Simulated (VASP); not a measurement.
SnO:

```
Sn O
1.0
     3.81370    0.00000    0.00000
     0.00000    3.81370    0.00000
     0.00000    0.00000    4.88691
Sn O
2 2
Cartesian
  1.9068 0.0000 3.7367
  0.0000 1.9068 1.1503
  0.0000 0.0000 0.0000
  1.9068 1.9068 0.0000
```

| Quantity | Value |
| --- | --- |
| Program | VASP 6.6.1 |
| Task | relaxation of cell and atoms |
| Functional | revPBE |
| Dispersion | D3(BJ) |
| Potentials or basis | VASP PAW PBE potentials, release 64 (Sn_d, O) |
| Cutoff | 600 eV |
| k mesh | 7 × 7 × 6 |
| Occupations | fermi-dirac, width 0.05 eV |
| Spin | no spin polarisation |

At the start: pressure 1.7 GPa; volume 17.77 Å³/atom.

Question: How do energy, volume and symmetry change on relaxing?

Answer: Over 12 steps the energy falls by 10.4 meV/atom and the volume is 17.09 Å³/atom (-3.8 %); space group P4/nmm (No. 129, to 0.05 Å).

Step by step:
| step | energy change (eV) | largest force (eV/Å) | pressure (GPa) | volume (Å³) |
| --- | --- | --- | --- | --- |
| 1 | 0.0000 | 0.6231 | 1.73 | 71.08 |
| 2 | -0.0060 | 0.2776 | -2.49 | 73.06 |
| 3 | -0.0165 | 0.1120 | -0.72 | 72.16 |
| 4 | -0.0224 | 0.0947 | -0.60 | 71.61 |
| 5 | -0.0355 | 0.0469 | -0.23 | 69.95 |
| 6 | -0.0362 | 0.0291 | 0.91 | 66.66 |
| 7 | -0.0407 | 0.0256 | 0.34 | 68.34 |
| 8 | -0.0407 | 0.0206 | 0.35 | 68.20 |
| 9 | -0.0399 | 0.1517 | -0.72 | 68.62 |
| 10 | -0.0413 | 0.0430 | -0.04 | 68.36 |
| 11 | -0.0415 | 0.0166 | 0.04 | 68.36 |
| 12 | -0.0415 | 0.0016 | 0.04 | 68.36 |

Final structure:
```
Sn O
1.0
     3.83345    0.00000    0.00000
     0.00000    3.83345    0.00000
     0.00000    0.00000    4.65173
Sn O
2 2
Direct
  0.50000 0.00000 0.74925
  0.00000 0.50000 0.25075
  0.00000 0.00000 0.00000
  0.50000 0.50000 0.00000
```

Caveat: the PAW data sets were made with another functional, which shifts forces and pressure a little.
